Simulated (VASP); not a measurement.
A run of VASP 6.6.1 is set up as follows.

Contents of INCAR:

```
SYSTEM = NaF
PREC = Accurate
ENCUT = 600
EDIFF = 1E-6
ISMEAR = -1
SIGMA = 0.05
LREAL = .FALSE.
LASPH = .TRUE.
NELM = 120
ALGO = Normal
ISIF = 2
LWAVE = .FALSE.
LCHARG = .FALSE.
GGA = PS
NBANDS = 14
GGA_COMPAT = .FALSE.
```

KPOINTS

```
Automatic mesh
0
G
  8 8 8
  0 0 0
```

File POSCAR:

```
NaF
1.0
   -0.0464000000      2.3200000000      2.3200000000
    2.3200000000     -0.0464000000      2.3200000000
    2.2736000000      2.2736000000      0.0000000000
Na F
1 1
Direct
    0.0000000000      0.0000000000      0.0000000000
    0.5000000000      0.5000000000      0.5000000000
```

Potentials or basis: VASP PAW PBE potentials, release 64 (Na_pv, F).

The run is started by

```bash
$ cat potpaw_PBE.64/Na_pv/POTCAR potpaw_PBE.64/F/POTCAR > POTCAR
$ mpirun -np 1 vasp_std > vasp.out
```

**Question.** What does it give for the band gap on the k mesh?

**Answer.** 6.08 eV.

**Question.** Predict the pressure.

**Answer.** -0.5 GPa.

Stress tensor (GPa, compression positive):
```
-0.48  1.08  0.00
 1.08 -0.48  0.00
 0.00  0.00 -0.54
```

Caveat: the PAW data sets were made with another functional, which shifts forces and pressure a little. As with any semilocal functional, this PBEsol gap is likely too small.
